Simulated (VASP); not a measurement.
# LiNbO3 (R3c) in VASP: single point with PBE

Aim: the single point of LiNbO3 with PBE.

All numbers are computed with VASP 6.6.1; they aren't measurements. Logs are shortened: lines on timing, memory, paths and dates and some standing lists are left out, and cuts for length are marked.

**1. The cell of the first run**

It takes space group R3c (No. 161, trigonal). Conventional cell: a = 5.223 Å, b = 5.223 Å, c = 13.795 Å, α = 90.00°, β = 90.00°, γ = 120.00°. Within 2.8 Å of Li (site symmetry 3) lie 6 O at 2.09 to 2.27 Å. Nb (site symmetry 3) has 6 O at 1.89 to 2.15 Å within 2.5 Å. Within 2.5 Å of O (site symmetry 1) lie 2 Nb at 1.89 to 2.15 Å and 2 Li at 2.09 to 2.27 Å.

**2. Single point, PBE (atoms displaced along a vibrational mode, then relaxed in part)**

INCAR reads:

```
SYSTEM = LiNbO3
PREC     = Accurate       ! precision mode
ENCUT    = 750            ! plane-wave cutoff, eV
EDIFF    = 1E-6           ! SCF threshold, eV
ISMEAR   = 0              ! smearing method
SIGMA    = 0.05           ! smearing width, eV
LREAL    = .False.        ! projectors in reciprocal space
LASPH    = .True.         ! aspherical terms in the spheres
NELM     = 120            ! most SCF steps
ALGO     = Normal         ! electronic algorithm
ISIF     = 2              ! what is computed and relaxed
LWAVE    = .False.        ! write WAVECAR
LCHARG   = .False.        ! write CHGCAR
GGA      = PE             ! functional
NBANDS   = 45             ! bands
GGA_COMPAT= .False.
```

KPOINTS reads:

```
Automatic mesh
0
Gamma
  6 6 6
  0 0 0
```

POSCAR reads:

```
LiNbO3
1.0
    2.6115578418      1.5077836230      4.5982666595
   -2.6115578418      1.5077836230      4.5982666595
    0.0000000000     -3.0155672459      4.5982666595
Li Nb O
2 2 6
Direct
    0.2155876619      0.2155876619      0.2155876619
    0.7155876619      0.7155876619      0.7155876619
   -0.0044456697     -0.0044456697     -0.0044456697
    0.4955543303      0.4955543303      0.4955543303
    0.1389404192      0.3839670278      0.7747506987
    0.7747506987      0.1389404192      0.3839670278
    0.3839670278      0.7747506987      0.1389404192
    0.8839670278      0.6389404192      0.2747506987
    0.2747506987      0.8839670278      0.6389404192
    0.6389404192      0.2747506987      0.8839670278
```

Potentials or basis: VASP PAW PBE potentials, release 64 (Li_sv, Nb_sv, O).

Command:

```bash
> cat potpaw_PBE.64/Li_sv/POTCAR potpaw_PBE.64/Nb_sv/POTCAR potpaw_PBE.64/O/POTCAR > POTCAR
> mpirun -np 1 vasp_std > vasp.out
```

OUTCAR:

```text
SYSTEM = LiNbO3
   PREC = Accurate
   ENCUT = 750
   EDIFF = 1E-6
   ISMEAR = 0
   LREAL = .False.
   LASPH = .True.
   NELM = 120
   ISIF = 2
   GGA = PE

 ion  position               nearest neighbor table
   1  0.216  0.216  0.216-   9 2.09   8 2.09  10 2.09   5 2.27   7 2.27   6 2.27
   2  0.716  0.716  0.716-   7 2.09   5 2.09   6 2.09   8 2.27   9 2.27  10 2.27
   3  0.996  0.996  0.996-   9 1.89  10 1.89   8 1.89   6 2.15   7 2.15   5 2.15
   4  0.496  0.496  0.496-   7 1.89   6 1.89   5 1.89  10 2.15   9 2.15   8 2.15
   5  0.139  0.384  0.775-   4 1.89   2 2.09   3 2.15   1 2.27
   6  0.775  0.139  0.384-   4 1.89   2 2.09   3 2.15   1 2.27
   7  0.384  0.775  0.139-   4 1.89   2 2.09   3 2.15   1 2.27
   8  0.884  0.639  0.275-   3 1.89   1 2.09   4 2.15   2 2.27
   9  0.275  0.884  0.639-   3 1.89   1 2.09   4 2.15   2 2.27
  10  0.639  0.275  0.884-   3 1.89   1 2.09   4 2.15   2 2.27

  LATTYP: Found a trigonal (rhomboedric) cell.
 ALAT       =     5.4988818942
 COS(alpha) =     0.5488920195

  Lattice vectors:

 A1 = (   2.6115578418,   1.5077836230,   4.5982666595)
 A2 = (  -2.6115578418,   1.5077836230,   4.5982666595)
 A3 = (   0.0000000000,  -3.0155672459,   4.5982666595)

Analysis of symmetry for initial positions (statically):
=====================================================================
 Subroutine PRICEL returns:
 Original cell was already a primitive cell.

 Routine SETGRP: Setting up the symmetry group for a
 trigonal (rhombohedral) supercell.

 Subroutine GETGRP returns: Found  6 space group operations
 (whereof  3 operations were pure point group operations)
 out of a pool of 12 trial point group operations.

The static configuration has the point symmetry C_3 .
 The point group associated with its full space group is C_3v.

Analysis of symmetry for dynamics (positions and initial velocities):
=====================================================================
 Subroutine PRICEL returns:
 Original cell was already a primitive cell.

 Routine SETGRP: Setting up the symmetry group for a
 trigonal (rhombohedral) supercell.

 Subroutine GETGRP returns: Found  6 space group operations
 (whereof  3 operations were pure point group operations)
 out of a pool of 12 trial point group operations.

The dynamic configuration has the point symmetry C_3 .
 The point group associated with its full space group is C_3v.

 Subroutine INISYM returns: Found  6 space group operations
 (whereof  3 operations are pure point group operations),
 and found     1 'primitive' translations

----------------------------------------------------------------------------------------

                                     Primitive cell

  volume of cell :     108.6386

  direct lattice vectors                    reciprocal lattice vectors
     2.611557842  1.507783623  4.598266660     0.191456606  0.110537523  0.072491084
    -2.611557842  1.507783623  4.598266660    -0.191456606  0.110537523  0.072491084
     0.000000000 -3.015567246  4.598266660     0.000000000 -0.221075046  0.072491084

  length of vectors
     5.498881894  5.498881894  5.498881894     0.232656685  0.232656685  0.232656685

  position of ions in fractional coordinates (direct lattice)
     0.215587662  0.215587662  0.215587662
     0.715587662  0.715587662  0.715587662
     0.995554330  0.995554330  0.995554330
     0.495554330  0.495554330  0.495554330
     0.138940419  0.383967028  0.774750699
     0.774750699  0.138940419  0.383967028
     0.383967028  0.774750699  0.138940419
     0.883967028  0.638940419  0.274750699
     0.274750699  0.883967028  0.638940419
     0.638940419  0.274750699  0.883967028

  ion indices of the primitive-cell ions
   primitive index   ion index
                 1           1
                 2           2
                 3           3
                 4           4
                 5           5
                 6           6
                 7           7
                 8           8
                 9           9
                10          10

----------------------------------------------------------------------------------------

 KPOINTS: Automatic mesh

Automatic generation of k-mesh.
 Grid dimensions read from file:
 generate k-points for:    6    6    6

 Generating k-lattice:

  Cartesian coordinates                     Fractional coordinates (reciprocal lattice)
     0.031909434  0.018422920  0.012081847     0.166666667 -0.000000000 -0.000000000
    -0.031909434  0.018422920  0.012081847    -0.000000000  0.166666667 -0.000000000
     0.000000000 -0.036845841  0.012081847     0.000000000  0.000000000  0.166666667

  Length of vectors
     0.038776114  0.038776114  0.038776114

  Shift w.r.t. Gamma in fractional coordinates (k-lattice)
     0.000000000  0.000000000  0.000000000

 Subroutine IBZKPT returns following result:
 ===========================================

 Found     32 irreducible k-points:

 Following reciprocal coordinates:
            Coordinates               Weight
  0.000000  0.000000  0.000000      1.000000
  0.166667 -0.000000  0.000000      6.000000
  0.333333 -0.000000 -0.000000      6.000000
  0.500000 -0.000000 -0.000000      3.000000
  0.166667  0.166667  0.000000      6.000000
  0.333333  0.166667 -0.000000     12.000000
[... 16 lines left out ...]
  0.500000  0.500000  0.166667      6.000000
 -0.333333  0.500000  0.166667     12.000000
 [... further k-points ...]
   k-points           NKPTS =     32   k-points in BZ     NKDIM =     32   number of bands    NBANDS=     45
   number of dos      NEDOS =    301   number of ions     NIONS =     10
   total plane-waves  NPLWV = 125000
   dimension x,y,z NGX =    50 NGY =   50 NGZ =   50
   dimension x,y,z NGXF=   100 NGYF=  100 NGZF=  100
   ions per type =               2   2   6
   NGX,Y,Z   is equivalent  to a cutoff of  15.12, 15.12, 15.12 a.u.
   NGXF,Y,Z  is equivalent  to a cutoff of  30.23, 30.23, 30.23 a.u.
 SYSTEM =  LiNbO3
   PREC   = accura    normal or accurate (medium, high low for compatibility)
   ISTART =      0    job   : 0-new  1-cont  2-samecut
   ICHARG =      2    charge: 1-file 2-atom 10-const
   ISPIN  =      1    spin polarized calculation?
   LNONCOLLINEAR =      F non collinear calculations
   LSORBIT =      F    spin-orbit coupling
   LASPH  =      T    aspherical Exc in radial PAW
   ENCUT  =  750.0 eV  55.12 Ry    7.42 a.u.  12.28 12.28 12.28*2*pi/ulx,y,z
   NELM   =    120;   NELMIN=  2; NELMDL= -5     # of ELM steps
   EDIFF  = 0.1E-05   stopping-criterion for ELM
   LREAL  =      F    real-space projection
   EDIFFG = 0.1E-04   stopping-criterion for IOM
   NSW    =      0    number of steps for IOM
   IBRION =     -1    ionic relax: 0-MD 1-quasi-New 2-CG
   NFREE  =      0    steps in history (QN), initial steepest desc. (CG)
   ISIF   =      2    stress and relaxation
   ISYM   =      2    0-nonsym 1-usesym 2-fastsym
   POTIM  = 0.5000    time-step for ionic-motion
   TEBEG  =    0.0;   TEEND  =   0.0 temperature during run
   PSTRESS=    0.0 pullay stress
   NELECT =      68.0000    total number of electrons
   NUPDOWN=      -1.0000    fix difference up-down
   EMIN   =  10.00;   EMAX   =-10.00  energy-range for DOS
   EFERMI =   0.00;   METHOD = LEGACY
   ISMEAR =     0;   SIGMA  =   0.05  broadening in eV -4-tet -1-fermi 0-gaus
   EFERMI_NEDOS =   21; number of points for ismear=-14 and -15
   IALGO  =     38    algorithm
   IMIX   =      4    mixing-type and parameters
     AMIX     =   0.40;   BMIX     =  1.00
     AMIX_MAG =   1.60;   BMIX_MAG =  1.00
  volume/ion in A,a.u.               =      10.86        73.31
  Fermi-wavevector in a.u.,A,eV,Ry     =   1.400393  2.646358 26.682374  1.961099
  Thomas-Fermi vector in A             =   2.523357
   LORBIT       =      0    0 simple, 1 ext, 2 COOP (PROOUT), +10 PAW based schemes
   GGA     = PE    functional components
   LHFCALC =     F    Hartree Fock is set to
   AEXX    =    0.0000 exact exchange contribution
   IVDW    =     0    specifies the selected vdW correction
   LEPSILON=     F    determine dielectric tensor
   LRPA    =     F    only Hartree local field effects (RPA)
 non-spin polarized calculation
 Gauss-broadening in eV      SIGMA  =   0.05
  energy-cutoff  :      750.00
  volume of cell :      108.64
 maximum number of plane-waves:      5091
 NGX is ok and might be reduce to    50
   NGX = 25   NGY = 25   NGZ = 25

 number of electron      68.0000000 magnetization

 Free energy of the ion-electron system (eV)
  ---------------------------------------------------
  ext. energy  EPLUGINS =         0.00000000
  ---------------------------------------------------
  free energy    TOTEN  =       -80.06153593 eV

  energy without entropy =      -80.06153593  energy(sigma->0) =      -80.06153593

 E-fermi :   3.6608     XC(G=0): -10.6836

 val. band max:        3.3528609614   @ k =   0.1667   0.1667   0.1667
 cond. band min:       6.8966964320   @ k =   0.5000   0.3333  -0.0000
 fundamental gap:      3.5438354707
 Fermi energy:         3.6608380243

 k-point     1 :       0.0000    0.0000    0.0000
  band No.  band energies     occupation
      1     -50.8742      2.00000
      2     -50.8605      2.00000
      3     -39.3344      2.00000
      4     -39.3321      2.00000
      5     -27.1481      2.00000
      6     -27.1481      2.00000
[... 37 lines left out ...]
     44      13.1537      0.00000
     45      13.1621      0.00000

 k-point     2 :       0.1667   -0.0000    0.0000
  band No.  band energies     occupation
      1     -50.8733      2.00000
      2     -50.8614      2.00000
      3     -39.3343      2.00000
      4     -39.3323      2.00000
      5     -27.1397      2.00000
      6     -27.1386      2.00000
[... 37 lines left out ...]
     44      13.0559      0.00000
     45      13.0951      0.00000

 k-point     3 :       0.3333   -0.0000   -0.0000
  band No.  band energies     occupation
      1     -50.8708      2.00000
      2     -50.8639      2.00000
      3     -39.3339      2.00000
      4     -39.3327      2.00000
      5     -27.1155      2.00000
      6     -27.1122      2.00000
[... 37 lines left out ...]
     44      12.8337      0.00000
     45      12.8711      0.00000

 k-point     4 :       0.5000   -0.0000   -0.0000
  band No.  band energies     occupation
      1     -50.8673      2.00000
      2     -50.8673      2.00000
      3     -39.3333      2.00000
      4     -39.3333      2.00000
      5     -27.0796      2.00000
      6     -27.0796      2.00000
[... 901 lines left out ...]
     44      12.7447      0.00000
     45      13.0162      0.00000

 k-point    23 :       0.5000    0.5000    0.1667
  band No.  band energies     occupation
      1     -50.8693      2.00000
      2     -50.8654      2.00000
      3     -39.3337      2.00000
      4     -39.3330      2.00000
      5     -27.1470      2.00000
      6     -27.1379      2.00000
[... 37 lines left out ...]
     44      12.8133      0.00000
     45      13.2724      0.00000

 k-point    24 :      -0.3333    0.5000    0.1667
  band No.  band energies     occupation
      1     -50.8685      2.00000
      2     -50.8662      2.00000
      3     -39.3336      2.00000
      4     -39.3331      2.00000
      5     -27.1493      2.00000
      6     -27.1478      2.00000
[... 37 lines left out ...]
     44      12.7445      0.00000
     45      13.6198      0.00000

 [... further k-points ...]

------------------------ aborting loop because EDIFF is reached ----------------------------------------

  FORCE on cell =-STRESS in cart. coord.  units (eV):
  Direction    XX          YY          ZZ          XY          YZ          ZX
  --------------------------------------------------------------------------------------
  -------------------------------------------------------------------------------------
  Total       -0.7262867     -0.7262867      1.4746533      0.0000000      0.0000000      0.0000000
  in kB      -10.7111134    -10.7111134     21.7478546      0.0000000      0.0000000      0.0000000
  external PRESSURE =       0.1085426 kB  Pullay stress =       0.0000000 kB

 VOLUME and BASIS-vectors are now :
 -----------------------------------------------------------------------------
  energy-cutoff  :      750.00
  volume of cell :      108.64
      direct lattice vectors                 reciprocal lattice vectors
     2.611557842  1.507783623  4.598266660     0.191456606  0.110537523  0.072491084
    -2.611557842  1.507783623  4.598266660    -0.191456606  0.110537523  0.072491084
     0.000000000 -3.015567246  4.598266660     0.000000000 -0.221075046  0.072491084

 POSITION                                       TOTAL-FORCE (eV/Angst)
 -----------------------------------------------------------------------------------
      0.00000      0.00000      2.97399         0.000000     -0.000000     -0.001120
      0.00000      0.00000      9.87139         0.000000     -0.000000     -0.001120
      0.00000      0.00000     13.73347         0.000000      0.000000      0.023347
      0.00000      0.00000      6.83607         0.000000      0.000000      0.023347
     -0.63990     -1.54788      5.96698         0.007792      0.003091     -0.007409
      1.66046      0.21977      5.96698        -0.006572      0.005203     -0.007409
     -1.02055      1.32811      5.96698        -0.001219     -0.008293     -0.007409
      0.63990      1.46769      8.26611        -0.007792      0.003091     -0.007409
     -1.59100     -0.17967      8.26611         0.001219     -0.008293     -0.007409
      0.95110     -1.28801      8.26611         0.006572      0.005203     -0.007409
 -----------------------------------------------------------------------------------
    total drift:                                0.000000     -0.000000      0.000358

  FREE ENERGIE OF THE ION-ELECTRON SYSTEM (eV)
  ---------------------------------------------------
  free  energy   TOTEN  =       -80.0615359257 eV

  energy  without entropy=      -80.0615359257  energy(sigma->0) =      -80.06153593
```

It took 11 min on 1 thread of Oxide Virtual Turin-like, shared host; peak memory 0.45 GiB.

Results:

```
Free energy            : -80.0615 eV
Pressure               : 0.0 GPa
Largest force          : 0.023 eV/Å
Band gap on the k mesh : 3.54 eV (least direct gap 3.57 eV)
```

Forces on the atoms (eV/Å):
```
Li   0.000  0.000 -0.001
Li   0.000  0.000 -0.001
Nb   0.000  0.000  0.023
Nb   0.000  0.000  0.023
O    0.008  0.003 -0.007
O   -0.007  0.005 -0.007
O   -0.001 -0.008 -0.007
O   -0.008  0.003 -0.007
O    0.001 -0.008 -0.007
O    0.007  0.005 -0.007
```

Caveat: the cell differs from its parent crystal (atoms displaced along a vibrational mode, then relaxed in part).
